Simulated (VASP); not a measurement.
# SiO2 (rutile type) (P4_2/mnm) in VASP: a series of runs, part 2 of 2

VASP 6.6.1. Earlier steps stand in the parts before.

**3. Single point, PBEsol (7.85 Å³/atom)**

This run uses another cell than the first one, of 7.85 Å³/atom.

POSCAR reads:

```
SiO2
1.0
    4.1947535474      0.0000000000      0.0000000000
    0.0000000000      4.1947535474      0.0000000000
    0.0000000000      0.0000000000      2.6783698455
Si O
2 4
Direct
    0.0000000000      0.0000000000      0.0000000000
    0.5000000000      0.5000000000      0.5000000000
    0.3060671464      0.3060671464      0.0000000000
    0.6939328536      0.6939328536      0.0000000000
    0.8060671464      0.1939328536      0.5000000000
    0.1939328536      0.8060671464      0.5000000000
```

INCAR.step1 reads:

```
SYSTEM = SiO2
PREC = Accurate ; ENCUT = 520
EDIFF = 1E-7 ; ISMEAR = -1
SIGMA = 0.05 ; LREAL = .False.
LASPH = .True. ; NELM = 60
ALGO = Normal ; ISIF = 2
LWAVE = .False. ; LCHARG = .True.
GGA = PS ; NBANDS = 25
```

KPOINTS.step1 reads:

```
regular mesh
0
Gamma
  8 8 11
  0 0 0
```

INCAR.step2 reads:

```
SYSTEM = SiO2
PREC = Accurate ; ENCUT = 520
EDIFF = 1E-7 ; ISMEAR = -5
SIGMA = 0.05 ; LREAL = .False.
LASPH = .True. ; NELM = 60
ALGO = Normal ; ISIF = 2
LWAVE = .False. ; LCHARG = .False.
GGA = PS ; LORBIT = 11
NEDOS = 2001 ; ICHARG = 11
```

KPOINTS.step2 reads:

```
regular mesh
0
Gamma
  12 12 17
  0 0 0
```

Potentials or basis: VASP PAW PBE potentials, release 64 (Si, O).

Started as:

```sh
$ cat potpaw_PBE.64/Si/POTCAR potpaw_PBE.64/O/POTCAR > POTCAR
$ cp INCAR.step1 INCAR
$ cp KPOINTS.step1 KPOINTS
$ mpirun -np 1 vasp_std > vasp.out
$ cp INCAR.step2 INCAR
$ cp KPOINTS.step2 KPOINTS
$ mpirun -np 1 vasp_std > vasp.out
```

OUTCAR:

```text
SYSTEM = SiO2
   PREC = Accurate
   ENCUT = 520
   EDIFF = 1E-7
   ISMEAR = -5
   LREAL = .False.
   LASPH = .True.
   NELM = 60
   ISIF = 2
   GGA = PS
   LORBIT = 11
   ICHARG = 11

 ion  position               nearest neighbor table
   1  0.000  0.000  0.000-   5 1.77   6 1.77   5 1.77   6 1.77   3 1.82   4 1.82
   2  0.500  0.500  0.500-   3 1.77   4 1.77   3 1.77   4 1.77   5 1.82   6 1.82
   3  0.306  0.306  0.000-   2 1.77   2 1.77   1 1.82
   4  0.694  0.694  0.000-   2 1.77   2 1.77   1 1.82
   5  0.806  0.194  0.500-   1 1.77   1 1.77   2 1.82
   6  0.194  0.806  0.500-   1 1.77   1 1.77   2 1.82

  LATTYP: Found a simple tetragonal cell.
 ALAT       =     4.1947535474
 C/A-ratio  =     0.6385046977

  Lattice vectors:

 A1 = (   4.1947535474,   0.0000000000,   0.0000000000)
 A2 = (   0.0000000000,   4.1947535474,   0.0000000000)
 A3 = (   0.0000000000,   0.0000000000,   2.6783698455)

Analysis of symmetry for initial positions (statically):
=====================================================================
 Subroutine PRICEL returns:
 Original cell was already a primitive cell.

 Routine SETGRP: Setting up the symmetry group for a
 simple tetragonal supercell.

 Subroutine GETGRP returns: Found 16 space group operations
 (whereof  8 operations were pure point group operations)
 out of a pool of 16 trial point group operations.

The static configuration has the point symmetry D_2h.
 The point group associated with its full space group is D_4h.

Analysis of symmetry for dynamics (positions and initial velocities):
=====================================================================
 Subroutine PRICEL returns:
 Original cell was already a primitive cell.

 Routine SETGRP: Setting up the symmetry group for a
 simple tetragonal supercell.

 Subroutine GETGRP returns: Found 16 space group operations
 (whereof  8 operations were pure point group operations)
 out of a pool of 16 trial point group operations.

[... 143 lines left out ...]
 Fermi weights with tetrahedron method with Bloechl corrections
  energy-cutoff  :      520.00
  volume of cell :       47.13
 maximum number of plane-waves:      1288
 NGX is ok and might be reduce to    32

 number of electron      31.9999978 magnetization

 Free energy of the ion-electron system (eV)
  ---------------------------------------------------
  ext. energy  EPLUGINS =         0.00000000
  ---------------------------------------------------
  free energy    TOTEN  =       -48.98539562 eV

  energy without entropy =      -48.98539562  energy(sigma->0) =      -48.98539562

 E-fermi :   8.0133     XC(G=0): -12.4671

 val. band max:        8.0052291699   @ k =   0.0000   0.0000   0.0000
 cond. band min:      13.3654046557   @ k =   0.0000   0.0000   0.0000
 fundamental gap:      5.3601754857
 Fermi energy:         8.0133405134

 k-point     1 :       0.0000    0.0000    0.0000
  band No.  band energies     occupation
      1     -14.4449      2.00000
      2     -10.8140      2.00000
      3     -10.8140      2.00000
      4     -10.5857      2.00000
      5      -2.8592      2.00000
      6       1.5699      2.00000
[... 541 lines left out ...]
     19      17.3286      0.00000
     20      17.6584      0.00000

 [... further k-points ...]

------------------------ aborting loop because EDIFF is reached ----------------------------------------

  FORCE on cell =-STRESS in cart. coord.  units (eV):
  Direction    XX          YY          ZZ          XY          YZ          ZX
  --------------------------------------------------------------------------------------
  -------------------------------------------------------------------------------------
  Total        0.1084702      0.1084702      0.3814672     -0.0000000      0.0000000      0.0000000
  in kB        3.6875478      3.6875478     12.9683377     -0.0000000      0.0000000      0.0000000
  external PRESSURE =       6.7811444 kB  Pullay stress =       0.0000000 kB

 VOLUME and BASIS-vectors are now :
 -----------------------------------------------------------------------------
  energy-cutoff  :      520.00
  volume of cell :       47.13
      direct lattice vectors                 reciprocal lattice vectors
     4.194753547  0.000000000  0.000000000     0.238393028  0.000000000  0.000000000
     0.000000000  4.194753547  0.000000000     0.000000000  0.238393028  0.000000000
     0.000000000  0.000000000  2.678369845     0.000000000  0.000000000  0.373361432

 POSITION                                       TOTAL-FORCE (eV/Angst)
 -----------------------------------------------------------------------------------
      0.00000      0.00000      0.00000         0.000000      0.000000     -0.000000
      2.09738      2.09738      1.33918         0.000000      0.000000     -0.000000
      1.28388      1.28388      0.00000        -0.025432     -0.025432      0.000000
      2.91088      2.91088      0.00000         0.025432      0.025432     -0.000000
      3.38125      0.81350      1.33918        -0.025432      0.025432     -0.000000
      0.81350      3.38125      1.33918         0.025432     -0.025432     -0.000000
 -----------------------------------------------------------------------------------
    total drift:                                0.000000     -0.000000     -0.000000

  FREE ENERGIE OF THE ION-ELECTRON SYSTEM (eV)
  ---------------------------------------------------
  free  energy   TOTEN  =       -48.9853956190 eV

  energy  without entropy=      -48.9853956190  energy(sigma->0) =      -48.98539562

 total charge

# of ion       s       p       d       tot
------------------------------------------
    1        0.590   0.872   0.000   1.462
    2        0.590   0.872   0.000   1.462
    3        1.545   3.666   0.000   5.210
    4        1.545   3.666   0.000   5.210
    5        1.545   3.666   0.000   5.210
    6        1.545   3.666   0.000   5.210
--------------------------------------------------
tot          7.357  16.408   0.000  23.765
```

OUTCAR.step1:

```text
SYSTEM = SiO2
   PREC = Accurate
   ENCUT = 520
   EDIFF = 1E-7
   ISMEAR = -1
   LREAL = .False.
   LASPH = .True.
[... 911 lines left out ...]
      2.91088      2.91088      0.00000         0.025438      0.025438      0.000000
      3.38125      0.81350      1.33918        -0.025438      0.025438      0.000000
      0.81350      3.38125      1.33918         0.025438     -0.025438     -0.000000
 -----------------------------------------------------------------------------------
    total drift:                                0.000000      0.000000      0.000000

  FREE ENERGIE OF THE ION-ELECTRON SYSTEM (eV)
  ---------------------------------------------------
  free  energy   TOTEN  =       -48.9853995920 eV

  energy  without entropy=      -48.9853995920  energy(sigma->0) =      -48.98539959
```

OSZICAR.step1:

```text
N       E                     dE             d eps       ncg     rms          rms(c)
DAV:   1     0.133294934344E+03    0.13329E+03   -0.17656E+04  4524   0.123E+03
DAV:   2    -0.462791342065E+02   -0.17957E+03   -0.17243E+03  5638   0.279E+02
DAV:   3    -0.531343390179E+02   -0.68552E+01   -0.68265E+01  6035   0.518E+01
DAV:   4    -0.531782510157E+02   -0.43912E-01   -0.43899E-01  5255   0.482E+00
DAV:   5    -0.531786044119E+02   -0.35340E-03   -0.35333E-03  6043   0.408E-01    0.169E+01
DAV:   6    -0.490048895617E+02    0.41737E+01   -0.11548E+01  5734   0.226E+01    0.806E+00
DAV:   7    -0.489942820617E+02    0.10607E-01   -0.65372E-01  5553   0.463E+00    0.295E+00
DAV:   8    -0.489852984133E+02    0.89836E-02   -0.24655E-02  5760   0.135E+00    0.993E-01
DAV:   9    -0.489853178752E+02   -0.19462E-04   -0.56135E-03  5818   0.624E-01    0.252E-01
DAV:  10    -0.489854071549E+02   -0.89280E-04   -0.27185E-04  5641   0.122E-01    0.427E-02
DAV:  11    -0.489853995403E+02    0.76146E-05   -0.40488E-05  5844   0.456E-02    0.970E-03
DAV:  12    -0.489853994956E+02    0.44654E-07   -0.27687E-06  5518   0.123E-02    0.243E-03
DAV:  13    -0.489853995920E+02   -0.96404E-07   -0.21500E-07  5094   0.327E-03
   1 F= -.48985400E+02 E0= -.48985400E+02  d E =-.146516E-10
```

Run time: 64 s. Hardware: 1 thread of Intel Xeon 6975P-C (Granite Rapids), shared host; peak memory 0.28 GiB.

What came out:

```
Valence electrons inside the program's atomic spheres : Si 1.46; O 5.21
```

Caveat: the PAW data sets were made with another functional, which shifts forces and pressure a little.
